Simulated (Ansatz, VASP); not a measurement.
# Ge in VASP and in Ansatz

Contents of POSCAR:

```
Ge
1.0
    0.0000000000      2.0533280000      2.0533280000
    2.0533280000      0.0000000000      2.0533280000
    2.0533280000      2.0533280000      0.0000000000
Ge
1
Direct
    0.0000000000      0.0000000000      0.0000000000
```

File INCAR.step1:

```
SYSTEM = Ge
ALGO = Normal ; EDIFF = 1E-4
ENCUT = 520 ; GGA = PE
ISMEAR = -1 ; LASPH = .True.
LCHARG = .False. ; LREAL = .False.
LWAVE = .True. ; NBANDS = 13
NELM = 80 ; PREC = Accurate
SIGMA = 0.1
```

File INCAR.step2:

```
SYSTEM = Ge
ALGO = Normal ; EDIFF = 1E-6
ENCUT = 520 ; ISIF = 2
ISMEAR = -1 ; ISTART = 1
LASPH = .True. ; LCHARG = .False.
LMIXTAU = .True. ; LREAL = .False.
LWAVE = .False. ; METAGGA = R2SCAN
NBANDS = 13 ; NELM = 80
PREC = Accurate ; SIGMA = 0.1
```

Contents of KPOINTS:

```
k-points
0
Gamma
  14 14 14
  0 0 0
```

Input for Ansatz:

```yaml
crystal:
  lattice:
    - [0.0, 2.053328, 2.053328]
    - [2.053328, 0.0, 2.053328]
    - [2.053328, 2.053328, 0.0]
  atoms:
    - { symbol: Ge, position: [0.0, 0.0, 0.0] }
  symmetry: { tolerance: 0.0003 }
kpoints:
  mp_grid: { grid: [14, 14, 14], shift: [0, 0, 0] }
  band_path:
    path:
      - [0.0, 0.0, 0.0]
      - [0.5, 0.0, 0.5]
      - [0.625, 0.25, 0.625]
      - [0.375, 0.375, 0.75]
      - [0.0, 0.0, 0.0]
      - [0.5, 0.5, 0.5]
      - [0.5, 0.25, 0.75]
      - [0.5, 0.0, 0.5]
    npoints: 8
magnetization:
  spin_polarized: false
scf:
  occupations: { method: fermi_dirac }
  lower_state_search: "off"
  max_iter: 200
hamiltonian:
  pseudopotentials: { kind: paw }
  xc: r2scan
basis:
  ecutwfc: 500
  fft_grid_basis: typed
output:
  forces: true
  stress: true
  eigenvalues: true
  bader: true
  populations: true
  elf: true
  write_potential: true
  volumetric_format: npy
  dos:
    e_range: [-12, 8]
    de: 0.05
    projected: { site_lists: { Ge: [Ge] } }
checkpoint:
  read: saved_state
```

Alike in both runs: task single point; functional r2SCAN; k mesh 14 × 14 × 14; no spin polarisation.

```csv
,VASP,Ansatz
version,VASP 6.6.1,Ansatz 0.2.0
potentials or method,"VASP PAW PBE potentials, release 64 (Ge_d), cutoff 520 eV",PAW plane waves
occupations,"fermi-dirac, width 0.1 eV",fermi-dirac
valence electrons in the cell,14,14
```

|  | VASP | Ansatz | Ansatz less VASP |
| --- | --- | --- | --- |
| pressure (GPa) | 7.5 | 7.8 | +0.24 |

VASP's potentials were made for PBE, not for r2SCAN.
